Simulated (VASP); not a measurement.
# Cs (Im-3m) in VASP: a series of runs

Cs is run at these levels: r2SCAN; tasks: electric field gradients.

Everything below comes from runs of VASP 6.6.1. Logs are shortened: lines on timing, memory, paths and dates and some standing lists are left out, and cuts for length are marked.

## Step 1: The cell of the first run

Symmetry: Im-3m, No. 229, cubic system. The conventional cell has a = 6.172 Å, b = 6.172 Å, c = 6.172 Å, α = 90.00°, β = 90.00°, γ = 90.00°.

## Step 2: Electric field gradients, r2SCAN (117.58 Å³/atom)

POSCAR

```
Cs
1.0
   -3.0861833234      3.0861833234      3.0861833234
    3.0861833234     -3.0861833234      3.0861833234
    3.0861833234      3.0861833234     -3.0861833234
Cs
1
Direct
    0.0000000000      0.0000000000      0.0000000000
```

INCAR.step1

```
PREC     = Accurate       # precision mode
ENCUT    = 520            # plane-wave cutoff, eV
ISMEAR   = -1             # smearing method
SIGMA    = 0.03           # smearing width, eV
LREAL    = F              # projectors in reciprocal space
LASPH    = T              # aspherical terms in the spheres
NELM     = 80             # most SCF steps
NBANDS   = 10             # bands
GGA      = PE             # functional
ALGO     = Normal         # electronic algorithm
EDIFF    = 1E-4           # SCF threshold, eV
LWAVE    = T              # write WAVECAR
LCHARG   = F              # write CHGCAR
```

INCAR.step2

```
PREC     = Accurate       # precision mode
ENCUT    = 520            # plane-wave cutoff, eV
EDIFF    = 1E-8           # SCF threshold, eV
ISMEAR   = -1             # smearing method
SIGMA    = 0.03           # smearing width, eV
LREAL    = F              # projectors in reciprocal space
LASPH    = T              # aspherical terms in the spheres
NELM     = 80             # most SCF steps
ALGO     = Normal         # electronic algorithm
ISIF     = 2              # what is computed and relaxed
LWAVE    = F              # write WAVECAR
LCHARG   = F              # write CHGCAR
METAGGA  = R2SCAN         # meta-GGA
LMIXTAU  = T            
LEFG     = T            
NBANDS   = 10             # bands
ISTART   = 1
```

KPOINTS

```
regular mesh
0
Gamma
  9 9 9
```

Potentials or basis: VASP PAW PBE potentials, release 64 (Cs_sv).

On the command line:

```sh
$ cat potpaw_PBE.64/Cs_sv/POTCAR > POTCAR
$ cp INCAR.step1 INCAR
$ mpirun -np 1 vasp_std > vasp.out
$ cp INCAR.step2 INCAR
$ mpirun -np 1 vasp_std > vasp.out
```

OUTCAR:

```text
PREC = Accurate
   ENCUT = 520
   EDIFF = 1E-8
   ISMEAR = -1
   LREAL = F
   LASPH = T
   NELM = 80
   ISIF = 2
   METAGGA = R2SCAN
   ISTART = 1

 ion  position               nearest neighbor table
   1  0.000  0.000  0.000-

  LATTYP: Found a body centered cubic cell.
 ALAT       =     6.1723666468

  Lattice vectors:

 A1 = (  -3.0861833234,   3.0861833234,   3.0861833234)
 A2 = (   3.0861833234,  -3.0861833234,   3.0861833234)
 A3 = (   3.0861833234,   3.0861833234,  -3.0861833234)

Analysis of symmetry for initial positions (statically):
=====================================================================
 Subroutine PRICEL returns:
 Original cell was already a primitive cell.

 Routine SETGRP: Setting up the symmetry group for a
 body centered cubic supercell.

 Subroutine GETGRP returns: Found 48 space group operations
 (whereof 48 operations were pure point group operations)
 out of a pool of 48 trial point group operations.

The static configuration has the point symmetry O_h .

Analysis of symmetry for dynamics (positions and initial velocities):
=====================================================================
 Subroutine PRICEL returns:
 Original cell was already a primitive cell.

 Routine SETGRP: Setting up the symmetry group for a
 body centered cubic supercell.

 Subroutine GETGRP returns: Found 48 space group operations
 (whereof 48 operations were pure point group operations)
 out of a pool of 48 trial point group operations.

The dynamic configuration has the point symmetry O_h .

 Subroutine INISYM returns: Found 48 space group operations
 (whereof 48 operations are pure point group operations),
 and found     1 'primitive' translations

----------------------------------------------------------------------------------------

                                     Primitive cell

  volume of cell :     117.5778

  direct lattice vectors                    reciprocal lattice vectors
    -3.086183323  3.086183323  3.086183323     0.000000000  0.162012411  0.162012411
     3.086183323 -3.086183323  3.086183323     0.162012411  0.000000000  0.162012411
     3.086183323  3.086183323 -3.086183323     0.162012411  0.162012411  0.000000000

  length of vectors
     5.345426318  5.345426318  5.345426318     0.229120148  0.229120148  0.229120148

  position of ions in fractional coordinates (direct lattice)
     0.000000000  0.000000000  0.000000000

  ion indices of the primitive-cell ions
   primitive index   ion index
                 1           1

----------------------------------------------------------------------------------------

 KPOINTS: regular mesh

Automatic generation of k-mesh.
 Grid dimensions read from file:
 generate k-points for:    9    9    9

 Generating k-lattice:

  Cartesian coordinates                     Fractional coordinates (reciprocal lattice)
     0.000000000  0.018001379  0.018001379     0.111111111  0.000000000  0.000000000
     0.018001379  0.000000000  0.018001379     0.000000000  0.111111111  0.000000000
     0.018001379  0.018001379  0.000000000     0.000000000  0.000000000  0.111111111

  Length of vectors
     0.025457794  0.025457794  0.025457794

  Shift w.r.t. Gamma in fractional coordinates (k-lattice)
     0.000000000  0.000000000  0.000000000

 Subroutine IBZKPT returns following result:
 ===========================================

 Found     35 irreducible k-points:

 Following reciprocal coordinates:
            Coordinates               Weight
  0.000000  0.000000  0.000000      1.000000
  0.111111  0.000000  0.000000     12.000000
  0.222222  0.000000  0.000000     12.000000
  0.333333  0.000000  0.000000     12.000000
  0.444444  0.000000  0.000000     12.000000
  0.111111  0.111111  0.000000     24.000000
[... 16 lines left out ...]
 -0.333333  0.444444  0.111111     48.000000
 -0.444444 -0.444444  0.111111     24.000000
 [... further k-points ...]
   k-points           NKPTS =     35   k-points in BZ     NKDIM =     35   number of bands    NBANDS=     10
   number of dos      NEDOS =    301   number of ions     NIONS =      1
   total plane-waves  NPLWV =  64000
   dimension x,y,z NGX =    40 NGY =   40 NGZ =   40
   dimension x,y,z NGXF=    80 NGYF=   80 NGZF=   80
   ions per type =               1
   NGX,Y,Z   is equivalent  to a cutoff of  12.44, 12.44, 12.44 a.u.
   NGXF,Y,Z  is equivalent  to a cutoff of  24.88, 24.88, 24.88 a.u.
 SYSTEM =  unknown system
   PREC   = accura    normal or accurate (medium, high low for compatibility)
   ISTART =      1    job   : 0-new  1-cont  2-samecut
   ICHARG =      0    charge: 1-file 2-atom 10-const
   ISPIN  =      1    spin polarized calculation?
   LNONCOLLINEAR =      F non collinear calculations
   LSORBIT =      F    spin-orbit coupling
   LASPH  =      T    aspherical Exc in radial PAW
   ENCUT  =  520.0 eV  38.22 Ry    6.18 a.u.   9.94  9.94  9.94*2*pi/ulx,y,z
   NELM   =     80;   NELMIN=  2; NELMDL=  0     # of ELM steps
   EDIFF  = 0.1E-07   stopping-criterion for ELM
   LREAL  =      F    real-space projection
   EDIFFG = 0.1E-06   stopping-criterion for IOM
   NSW    =      0    number of steps for IOM
   IBRION =     -1    ionic relax: 0-MD 1-quasi-New 2-CG
   NFREE  =      0    steps in history (QN), initial steepest desc. (CG)
   ISIF   =      2    stress and relaxation
   ISYM   =      2    0-nonsym 1-usesym 2-fastsym
   POTIM  = 0.5000    time-step for ionic-motion
   TEBEG  =    0.0;   TEEND  =   0.0 temperature during run
   PSTRESS=    0.0 pullay stress
   NELECT =       9.0000    total number of electrons
   NUPDOWN=      -1.0000    fix difference up-down
   EMIN   =  10.00;   EMAX   =-10.00  energy-range for DOS
   EFERMI =   0.00;   METHOD = LEGACY
   ISMEAR =    -1;   SIGMA  =   0.03  broadening in eV -4-tet -1-fermi 0-gaus
   EFERMI_NEDOS =   21; number of points for ismear=-14 and -15
   IALGO  =     38    algorithm
   IMIX   =      4    mixing-type and parameters
     AMIX     =   0.40;   BMIX     =  1.00
     AMIX_MAG =   1.60;   BMIX_MAG =  1.00
  volume/ion in A,a.u.               =     117.58       793.45
  Fermi-wavevector in a.u.,A,eV,Ry     =   0.695100  1.313549  6.573845  0.483164
  Thomas-Fermi vector in A             =   1.777778
   LORBIT       =      0    0 simple, 1 ext, 2 COOP (PROOUT), +10 PAW based schemes
   METAGGA = R2SCAN    functional components
   LHFCALC =     F    Hartree Fock is set to
   AEXX    =    0.0000 exact exchange contribution
   IVDW    =     0    specifies the selected vdW correction
   LEPSILON=     F    determine dielectric tensor
   LRPA    =     F    only Hartree local field effects (RPA)
 non-spin polarized calculation
  energy-cutoff  :      520.00
  volume of cell :      117.58
 maximum number of plane-waves:      3232
   NGX = 19   NGY = 19   NGZ = 19

 number of electron       9.0000002 magnetization

 Free energy of the ion-electron system (eV)
  ---------------------------------------------------
  ext. energy  EPLUGINS =         0.00000000
  ---------------------------------------------------
  free energy    TOTEN  =       -25.02122952 eV

  energy without entropy =      -25.01773152  energy(sigma->0) =      -25.01948052

 E-fermi :   0.4929     XC(G=0):  -5.5761

 val. band max:        0.4691455816   @ k =  -0.3333   0.4444   0.1111
 cond. band min:       0.5781314176   @ k =  -0.4444   0.4444   0.1111
 fundamental gap:      0.1089858361
 Fermi energy:         0.4928650379

 k-point     1 :       0.0000    0.0000    0.0000
  band No.  band energies     occupation
      1     -24.3190      2.00000
      2     -10.6888      2.00000
      3     -10.6888      2.00000
      4     -10.6888      2.00000
      5      -1.2675      2.00000
      6       3.2849      0.00000
      7       3.2849      0.00000
      8       3.2849      0.00000
      9       4.1433      0.00000
     10       4.1433      0.00000

 k-point     2 :       0.1111    0.0000    0.0000
  band No.  band energies     occupation
      1     -24.3183      2.00000
      2     -10.7045      2.00000
      3     -10.6937      2.00000
      4     -10.6889      2.00000
      5      -1.1271      2.00000
      6       3.1085      0.00000
      7       3.1201      0.00000
      8       3.4232      0.00000
      9       3.9350      0.00000
     10       4.1079      0.00000

 k-point     3 :       0.2222    0.0000    0.0000
  band No.  band energies     occupation
      1     -24.3163      2.00000
      2     -10.7436      2.00000
      3     -10.7061      2.00000
      4     -10.6890      2.00000
      5      -0.7289      2.00000
      6       2.5270      0.00000
      7       2.7954      0.00000
      8       3.8307      0.00000
      9       3.9601      0.00000
     10       4.0945      0.00000

 k-point     4 :       0.3333    0.0000    0.0000
  band No.  band energies     occupation
      1     -24.3141      2.00000
      2     -10.7870      2.00000
      3     -10.7201      2.00000
      4     -10.6893      2.00000
      5      -0.1460      2.00000
      6       1.9086      0.00000
      7       2.5139      0.00000
      8       4.0985      0.00000
      9       4.2216      0.00000
     10       4.4822      0.00000
[... 222 lines left out ...]
 k-point    22 :      -0.4444    0.4444    0.1111
  band No.  band energies     occupation
      1     -24.3120      2.00000
      2     -10.8103      2.00000
      3     -10.7349      2.00000
      4     -10.7002      2.00000
      5       0.5781      0.11017
      6       1.3883      0.00000
      7       2.4711      0.00000
      8       3.4291      0.00000
      9       4.5114      0.00000
     10       5.2457      0.00000

 k-point    23 :      -0.3333    0.4444    0.1111
  band No.  band energies     occupation
      1     -24.3119      2.00000
      2     -10.7950      2.00000
      3     -10.7430      2.00000
      4     -10.7092      2.00000
      5       0.4691      1.37594
      6       1.6342      0.00000
      7       2.4001      0.00000
      8       3.4307      0.00000
      9       4.2304      0.00000
     10       4.8917      0.00000

 k-point    24 :      -0.4444   -0.4444    0.1111
  band No.  band energies     occupation
      1     -24.3112      2.00000
      2     -10.8049      2.00000
      3     -10.7498      2.00000
      4     -10.7091      2.00000
      5       0.9576      0.00000
      6       1.2444      0.00000
      7       2.2768      0.00000
      8       3.3842      0.00000
      9       4.3988      0.00000
     10       5.2367      0.00000

 [... further k-points ...]

------------------------ aborting loop because EDIFF is reached ----------------------------------------

  FORCE on cell =-STRESS in cart. coord.  units (eV):
  Direction    XX          YY          ZZ          XY          YZ          ZX
  --------------------------------------------------------------------------------------
  -------------------------------------------------------------------------------------
  Total        0.0655849      0.0655849      0.0655849     -0.0000000     -0.0000000      0.0000000
  in kB        0.8936954      0.8936954      0.8936954     -0.0000000     -0.0000000      0.0000000
  external PRESSURE =       0.8936954 kB  Pullay stress =       0.0000000 kB

 VOLUME and BASIS-vectors are now :
 -----------------------------------------------------------------------------
  energy-cutoff  :      520.00
  volume of cell :      117.58
      direct lattice vectors                 reciprocal lattice vectors
    -3.086183323  3.086183323  3.086183323     0.000000000  0.162012411  0.162012411
     3.086183323 -3.086183323  3.086183323     0.162012411  0.000000000  0.162012411
     3.086183323  3.086183323 -3.086183323     0.162012411  0.162012411  0.000000000

 POSITION                                       TOTAL-FORCE (eV/Angst)
 -----------------------------------------------------------------------------------
      0.00000      0.00000      0.00000        -0.000000     -0.000000     -0.000000
 -----------------------------------------------------------------------------------
    total drift:                               -0.000000      0.000000     -0.000000

  FREE ENERGIE OF THE ION-ELECTRON SYSTEM (eV)
  ---------------------------------------------------
  free  energy   TOTEN  =       -25.0212295189 eV

  energy  without entropy=      -25.0177315204  energy(sigma->0) =      -25.01948052

 Electric field gradients (V/A^2)
---------------------------------------------------------------------
 ion       V_xx      V_yy      V_zz      V_xy      V_xz      V_yz
---------------------------------------------------------------------
   1      -0.000    -0.000    -0.000     0.000     0.000     0.000
---------------------------------------------------------------------

 Electric field gradients after diagonalization (V/A^2)
 (convention: |V_zz| > |V_xx| > |V_yy|)
----------------------------------------------------------------------
 ion       V_xx      V_yy      V_zz     asymmetry (V_yy - V_xx)/ V_zz
----------------------------------------------------------------------
   1      -0.000    -0.000     0.000       0.000
----------------------------------------------------------------------

           NMR quadrupolar parameters

 Cq : quadrupolar parameter    Cq=e*Q*V_zz/h
 eta: asymmetry parameters     (V_yy - V_xx)/ V_zz
 Q  : nuclear electric quadrupole moment in mb (millibarn)
----------------------------------------------------------------------
 ion       Cq(MHz)       eta       Q (mb)
----------------------------------------------------------------------
   1       0.000       0.000       1.000
----------------------------------------------------------------------
```

Run time: 2.6 min. Hardware: 1 thread of Intel Xeon Platinum 8375C at 2.90GHz (Ice Lake), shared host; peak memory 0.27 GiB.

What came out:

```yaml
Free_energy: -25.0212 eV
Pressure: 0.1 GPa
Band_gap_on_the_k_mesh: zero (an odd number of electrons rules out a gap without spin polarisation)
Largest_electric_field_gradient_by_atom: under 0.05 V/Å² on every atom
```

Caveat: the PAW data sets were made with another functional, which shifts forces and pressure a little; spin-orbit coupling is left out, which moves the levels of the heavy elements.

(Continued in part 2 of 2.)

The gap in the log of VASP goes by the Fermi energy; the results here count the filled bands.